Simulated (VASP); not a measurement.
# MoS2 (P1) in VASP: further runs

MoS2 is run at these levels: PBE; tasks: single point.

Program: VASP 6.6.1. These are calculated values, not measurements. Logs are shortened: lines on timing, memory, paths and dates and some standing lists are left out, and cuts for length are marked.

**1. The cell of the first run**

The typed cell holds 24 atoms: a = 6.600 Å, b = 5.716 Å, c = 12.887 Å, α = 90.00°, β = 90.00°, γ = 90.00°.

**2. Single point, PBE**

INCAR reads:

```
PREC = Accurate
ENCUT = 520
EDIFF = 1E-6
ISMEAR = -1
SIGMA = 0.36
LREAL = Auto
LASPH = True
NELM = 80
ALGO = Normal
ISIF = 2
LWAVE = False
LCHARG = False
GGA = PE
NBANDS = 122
```

KPOINTS reads:

```
Automatic mesh
0
Gamma
  2 2 1
```

POSCAR reads:

```
MoS2
1.0
   -3.3002220000     -5.7161520000      0.0000000000
    4.9503330000     -2.8580760000      0.0000000000
    0.0000000000      0.0000000000     12.8865820000
Mo S
8 16
Direct
    0.6366051537      0.2218514055      0.3170662321
    0.2855086951      0.8399317938      0.7553981343
    0.3618444822      0.7545082564      0.2164577077
    0.0243742980      0.4271309818      0.6793422802
    0.0124036284      0.3501652772      0.2784446644
   -0.2248906605      0.7798285276      0.7822089674
    0.8769165846      0.8713594428      0.2451387032
    0.7134655979      0.2065103221      0.8364126345
    0.2829362245      0.5664977190      0.5911808112
    0.6586328967      0.6054612439      0.2533720734
    0.4657485064      0.5452306880      0.8281404642
    0.6482062608      0.4828613676      0.4518032788
    0.0237136225      1.0399826070      0.6430487153
    0.7419755137      0.2141843617      0.1546880313
    0.3571449920      0.7704850885      1.0265018296
    0.2849959353      0.1249511610      0.2471407857
   -0.2770655144      0.4934258552      0.6267992552
    0.1036215084      0.6232457456      0.0901325115
    0.0015134929      0.4554632714      0.8671577925
    0.1661397547      0.6410675955      0.3678089349
    0.5761477065      1.0390039087      0.6953046200
    1.3622090663      0.0885581494     -0.1334178450
    0.7841680944      0.8392624894      0.9501278151
    0.8000612678     -0.0702821815      0.4102717074
```

Potentials or basis: VASP PAW PBE potentials, release 64 (Mo_sv, S).

Launch:

```
cat potpaw_PBE.64/Mo_sv/POTCAR potpaw_PBE.64/S/POTCAR > POTCAR
mpirun -np 1 vasp_std > vasp.out
```

OUTCAR:

```text
PREC = Accurate
   ENCUT = 520
   EDIFF = 1E-6
   ISMEAR = -1
   LREAL = Auto
   LASPH = True
   NELM = 80
   ISIF = 2
   GGA = PE

 ion  position               nearest neighbor table
   1  0.637  0.222  0.317-  14 2.21  12 2.29  24 2.32  10 2.35  16 2.55   5 2.63   7 2.72   3 3.48

   2  0.286  0.840  0.755-  22 2.08  11 2.27  21 2.36  13 2.53   9 2.63   4 3.08   6 3.27   6 3.40

   3  0.362  0.755  0.216-  10 2.19  16 2.21  20 2.43  15 2.45  18 2.47   7 3.29   5 3.36   1 3.48
                             7 3.48
   4  0.024  0.427  0.679-  17 2.14   9 2.20  13 2.26  19 2.43   6 2.92   2 3.08   8 3.15
   5  0.012  0.350  0.278-  16 2.25  20 2.26  14 2.52   1 2.63  10 2.77   7 2.91  18 2.95   7 3.14
                             3 3.36
   6  0.775  0.780  0.782-  23 2.19  21 2.27  11 2.51   8 2.57  17 2.61  19 2.62  13 2.85   4 2.92
                             2 3.27   8 3.38   2 3.40
   7  0.877  0.871  0.245-  10 2.10  24 2.21  14 2.45   1 2.72  20 2.81  18 2.87   5 2.91  16 3.06
                             5 3.14   3 3.29   3 3.48
   8  0.713  0.207  0.836-  21 2.25  19 2.41  22 2.45  11 2.54   6 2.57  23 2.60   4 3.15   6 3.38

   9  0.283  0.566  0.591-   4 2.20   2 2.63
  10  0.659  0.605  0.253-   7 2.10   3 2.19   1 2.35  14 2.63  12 2.65   5 2.77
  11  0.466  0.545  0.828-   2 2.27   6 2.51   8 2.54  22 2.74
  12  0.648  0.483  0.452-   1 2.29  17 2.31  10 2.65
  13  0.024  0.040  0.643-   4 2.26   2 2.53   6 2.85
  14  0.742  0.214  0.155-   1 2.21   7 2.45   5 2.52  10 2.63
  15  0.357  0.770  0.027-  18 2.04   3 2.45  22 2.75
  16  0.285  0.125  0.247-   3 2.21   5 2.25   1 2.55   7 3.06
  17  0.723  0.493  0.627-   4 2.14  12 2.31   6 2.61
  18  0.104  0.623  0.090-  15 2.04   3 2.47   7 2.87   5 2.95
  19  0.002  0.455  0.867-   8 2.41   4 2.43   6 2.62
  20  0.166  0.641  0.368-   5 2.26   3 2.43   7 2.81
  21  0.576  0.039  0.695-   8 2.25   6 2.27   2 2.36  22 2.64
  22  0.362  0.089  0.867-   2 2.08   8 2.45  21 2.64  11 2.74  15 2.75
  23  0.784  0.839  0.950-   6 2.19   8 2.60
  24  0.800  0.930  0.410-   7 2.21   1 2.32

  LATTYP: Found a simple orthorhombic cell.
 ALAT       =     5.7161521352
 B/A-ratio  =     1.1547005202
 C/A-ratio  =     2.2544155046

  Lattice vectors:

 A1 = (  -4.9503330000,   2.8580760000,   0.0000000000)
 A2 = (  -3.3002220000,  -5.7161520000,   0.0000000000)
 A3 = (   0.0000000000,   0.0000000000,  12.8865820000)

Analysis of symmetry for initial positions (statically):
=====================================================================
 Subroutine PRICEL returns:
 Original cell was already a primitive cell.

 Routine SETGRP: Setting up the symmetry group for a
 simple orthorhombic supercell.

 Subroutine GETGRP returns: Found  1 space group operations
 (whereof  1 operations were pure point group operations)
 out of a pool of  8 trial point group operations.

The static configuration has the point symmetry C_1 .

Analysis of symmetry for dynamics (positions and initial velocities):
=====================================================================
 Subroutine PRICEL returns:
 Original cell was already a primitive cell.

 Routine SETGRP: Setting up the symmetry group for a
 simple orthorhombic supercell.

 Subroutine GETGRP returns: Found  1 space group operations
 (whereof  1 operations were pure point group operations)
 out of a pool of  8 trial point group operations.

The dynamic configuration has the point symmetry C_1 .

 Subroutine INISYM returns: Found  1 space group operations
 (whereof  1 operations are pure point group operations),
 and found     1 'primitive' translations

----------------------------------------------------------------------------------------

                                     Primitive cell

  volume of cell :     486.1997

  direct lattice vectors                    reciprocal lattice vectors
    -3.300222000 -5.716152000  0.000000000    -0.075752480 -0.131207148  0.000000000
     4.950333000 -2.858076000  0.000000000     0.151504959 -0.087471432  0.000000000
     0.000000000  0.000000000 12.886582000     0.000000000  0.000000000  0.077600096

  length of vectors
     6.600443844  5.716152135 12.886582000     0.151504963  0.174942860  0.077600096

  position of ions in fractional coordinates (direct lattice)
     0.636605154  0.221851405  0.317066232
     0.285508695  0.839931794  0.755398134
     0.361844482  0.754508256  0.216457708
     0.024374298  0.427130982  0.679342280
     0.012403628  0.350165277  0.278444664
     0.775109339  0.779828528  0.782208967
[... 16 lines left out ...]
     0.784168094  0.839262489  0.950127815
     0.800061268  0.929717819  0.410271707

  ion indices of the primitive-cell ions
   primitive index   ion index
                 1           1
                 2           2
                 3           3
                 4           4
                 5           5
                 6           6
[... 16 lines left out ...]
                23          23
                24          24

----------------------------------------------------------------------------------------

 KPOINTS: Automatic mesh

Automatic generation of k-mesh.
 Grid dimensions read from file:
 generate k-points for:    2    2    1

 Generating k-lattice:

  Cartesian coordinates                     Fractional coordinates (reciprocal lattice)
    -0.037876240 -0.065603574  0.000000000     0.500000000  0.000000000  0.000000000
     0.075752480 -0.043735716  0.000000000     0.000000000  0.500000000  0.000000000
     0.000000000  0.000000000  0.077600096     0.000000000  0.000000000  1.000000000

  Length of vectors
     0.075752481  0.087471430  0.077600096

  Shift w.r.t. Gamma in fractional coordinates (k-lattice)
     0.000000000  0.000000000  0.000000000

 Subroutine IBZKPT returns following result:
 ===========================================

 Found      4 irreducible k-points:

 Following reciprocal coordinates:
            Coordinates               Weight
  0.000000  0.000000  0.000000      1.000000
  0.500000  0.000000  0.000000      1.000000
 -0.000000  0.500000  0.000000      1.000000
  0.500000  0.500000  0.000000      1.000000
   k-points           NKPTS =      4   k-points in BZ     NKDIM =      4   number of bands    NBANDS=    122
   number of dos      NEDOS =    301   number of ions     NIONS =     24
   total plane-waves  NPLWV = 230400
   dimension x,y,z NGX =    50 NGY =   48 NGZ =   96
   dimension x,y,z NGXF=   100 NGYF=   96 NGZF=  192
   ions per type =               8  16
   NGX,Y,Z   is equivalent  to a cutoff of  12.59, 13.96, 12.38 a.u.
   NGXF,Y,Z  is equivalent  to a cutoff of  25.19, 27.92, 24.77 a.u.
 SYSTEM =  unknown system
   PREC   = accura    normal or accurate (medium, high low for compatibility)
   ISTART =      0    job   : 0-new  1-cont  2-samecut
   ICHARG =      2    charge: 1-file 2-atom 10-const
   ISPIN  =      1    spin polarized calculation?
   LNONCOLLINEAR =      F non collinear calculations
   LSORBIT =      F    spin-orbit coupling
   LASPH  =      T    aspherical Exc in radial PAW
   ENCUT  =  520.0 eV  38.22 Ry    6.18 a.u.  12.27 10.63 23.96*2*pi/ulx,y,z
   NELM   =     80;   NELMIN=  2; NELMDL= -5     # of ELM steps
   EDIFF  = 0.1E-05   stopping-criterion for ELM
   LREAL  =      T    real-space projection
   EDIFFG = 0.1E-04   stopping-criterion for IOM
   NSW    =      0    number of steps for IOM
   IBRION =     -1    ionic relax: 0-MD 1-quasi-New 2-CG
   NFREE  =      0    steps in history (QN), initial steepest desc. (CG)
   ISIF   =      2    stress and relaxation
   ISYM   =      2    0-nonsym 1-usesym 2-fastsym
   POTIM  = 0.5000    time-step for ionic-motion
   TEBEG  =    0.0;   TEEND  =   0.0 temperature during run
   PSTRESS=    0.0 pullay stress
   NELECT =     208.0000    total number of electrons
   NUPDOWN=      -1.0000    fix difference up-down
   EMIN   =  10.00;   EMAX   =-10.00  energy-range for DOS
   EFERMI =   0.00;   METHOD = LEGACY
   ISMEAR =    -1;   SIGMA  =   0.36  broadening in eV -4-tet -1-fermi 0-gaus
   EFERMI_NEDOS =   21; number of points for ismear=-14 and -15
   IALGO  =     38    algorithm
   IMIX   =      4    mixing-type and parameters
     AMIX     =   0.40;   BMIX     =  1.00
     AMIX_MAG =   1.60;   BMIX_MAG =  1.00
  volume/ion in A,a.u.               =      20.26       136.71
  Fermi-wavevector in a.u.,A,eV,Ry     =   1.233553  2.331077 20.703337  1.521652
  Thomas-Fermi vector in A             =   2.368278
   LORBIT       =      0    0 simple, 1 ext, 2 COOP (PROOUT), +10 PAW based schemes
   GGA     = PE    functional components
   LHFCALC =     F    Hartree Fock is set to
   AEXX    =    0.0000 exact exchange contribution
   IVDW    =     0    specifies the selected vdW correction
   LEPSILON=     F    determine dielectric tensor
   LRPA    =     F    only Hartree local field effects (RPA)
 non-spin polarized calculation
  energy-cutoff  :      520.00
  volume of cell :      486.20
 maximum number of plane-waves:     13143
 NGX is ok and might be reduce to    50
   NGX = 25   NGY = 21   NGZ = 47

 number of electron     207.9999997 magnetization

 Free energy of the ion-electron system (eV)
  ---------------------------------------------------
  ext. energy  EPLUGINS =         0.00000000
  ---------------------------------------------------
  free energy    TOTEN  =      -156.15280816 eV

  energy without entropy =     -149.62943559  energy(sigma->0) =     -152.89112187

 E-fermi :   6.2259     XC(G=0): -10.0086

 val. band max:        6.1938688900   @ k =   0.5000   0.5000   0.0000
 cond. band min:       6.2671761533   @ k =   0.0000   0.0000   0.0000
 fundamental gap:      0.0733072633
 Fermi energy:         6.2258601280

 k-point     1 :       0.0000    0.0000    0.0000
  band No.  band energies     occupation
      1     -55.1410      2.00000
      2     -55.0895      2.00000
      3     -55.0376      2.00000
      4     -55.0268      2.00000
      5     -55.0145      2.00000
      6     -55.0122      2.00000
[... 108 lines left out ...]
    115       7.4149      0.07094
    116       7.6201      0.04075

 k-point     2 :       0.5000    0.0000    0.0000
  band No.  band energies     occupation
      1     -55.1408      2.00000
      2     -55.0891      2.00000
      3     -55.0379      2.00000
      4     -55.0267      2.00000
      5     -55.0168      2.00000
      6     -55.0104      2.00000
[... 108 lines left out ...]
    115       7.6004      0.04300
    116       7.6789      0.03471

 k-point     3 :      -0.0000    0.5000    0.0000
  band No.  band energies     occupation
      1     -55.1359      2.00000
      2     -55.0892      2.00000
      3     -55.0345      2.00000
      4     -55.0322      2.00000
      5     -55.0168      2.00000
      6     -55.0075      2.00000
[... 108 lines left out ...]
    115       7.5152      0.05416
    116       7.5757      0.04597

 k-point     4 :       0.5000    0.5000    0.0000
  band No.  band energies     occupation
      1     -55.1357      2.00000
      2     -55.0891      2.00000
      3     -55.0337      2.00000
      4     -55.0320      2.00000
      5     -55.0191      2.00000
      6     -55.0062      2.00000
[... 108 lines left out ...]
    115       7.5407      0.05055
    116       7.7843      0.02602
 [bands above 116 left out]

------------------------ aborting loop because EDIFF is reached ----------------------------------------

  FORCE on cell =-STRESS in cart. coord.  units (eV):
  Direction    XX          YY          ZZ          XY          YZ          ZX
  --------------------------------------------------------------------------------------
  -------------------------------------------------------------------------------------
  Total       29.2991004     19.7429339     27.3384669     -4.4590880     -3.4778982     10.9631883
  in kB       96.5495396     65.0590344     90.0886496    -14.6940654    -11.4607435     36.1270745
  external PRESSURE =      83.8990745 kB  Pullay stress =       0.0000000 kB

 VOLUME and BASIS-vectors are now :
 -----------------------------------------------------------------------------
  energy-cutoff  :      520.00
  volume of cell :      486.20
      direct lattice vectors                 reciprocal lattice vectors
    -3.300222000 -5.716152000  0.000000000    -0.075752480 -0.131207148  0.000000000
     4.950333000 -2.858076000  0.000000000     0.151504959 -0.087471432  0.000000000
     0.000000000  0.000000000 12.886582000     0.000000000  0.000000000  0.077600096

 POSITION                                       TOTAL-FORCE (eV/Angst)
 -----------------------------------------------------------------------------------
     -1.00270     -4.27300      4.08590         0.275625      2.129111      2.325618
      3.21570     -4.03260      9.73450        -1.281787      1.932254     -3.404035
      2.54090     -4.22480      2.78940         0.763180      1.431928     -0.877135
      2.03400     -1.36010      8.75440        -1.347423     -0.896797      1.316305
      1.69250     -1.07170      3.58820         0.544193      0.127357     -1.263401
      1.30238     -6.65945     10.08000        -2.483532      1.080804     -1.778451
[... 16 lines left out ...]
      1.56670     -6.88110     12.24390         2.444514     -1.135590      0.974966
      1.96203     -7.23048      5.28700         0.852284     -0.596411      1.562545
 -----------------------------------------------------------------------------------
    total drift:                                0.002215     -0.001643     -0.001899

  FREE ENERGIE OF THE ION-ELECTRON SYSTEM (eV)
  ---------------------------------------------------
  free  energy   TOTEN  =      -156.1528081601 eV

  energy  without entropy=     -149.6294355871  energy(sigma->0) =     -152.89112187
```

Run time: 6.2 min. Hardware: 1 thread of Intel Xeon 6975P-C (Granite Rapids), shared host; peak memory 0.56 GiB.

Results:

```yaml
Free_energy: -156.1528 eV
Pressure: 8.4 GPa
Largest_force: 4.216 eV/Å
Band_gap_on_the_k_mesh: 0.07 eV (least direct gap 0.09 eV)
```

Forces in eV/Å, atoms in the order of the input:
```
Mo   0.276  2.129  2.326
Mo  -1.282  1.932 -3.404
Mo   0.763  1.432 -0.877
Mo  -1.347 -0.897  1.316
Mo   0.544  0.127 -1.263
Mo  -2.484  1.081 -1.778
Mo  -0.898 -3.586 -1.212
Mo   1.165 -0.270  2.310
S    0.542 -0.451 -0.022
S   -0.558  2.106 -0.331
S   -1.367 -1.033  0.456
S    0.209  0.144  0.231
S   -1.087  0.306  0.934
S   -2.067 -1.035 -2.438
S   -0.312 -0.550  0.957
S    0.515 -0.795  0.334
S    1.129  0.460 -0.471
S    0.217  0.789  1.415
S   -0.298  0.333 -1.090
S    0.491 -0.407 -0.427
S    0.443  0.661 -3.077
S    2.107 -0.746  3.575
S    2.445 -1.136  0.975
S    0.852 -0.596  1.563
```

Caveat: the k points lie up to 0.55 Å⁻¹ apart; the atoms stand as in a frame of molecular dynamics; an odd mesh through Γ misses points on the zone boundary, where band edges can lie; forces of over 1 eV/Å act on the atoms, so gaps and moduli don't describe the material at rest.

(Part 1 of 2 ends here.)
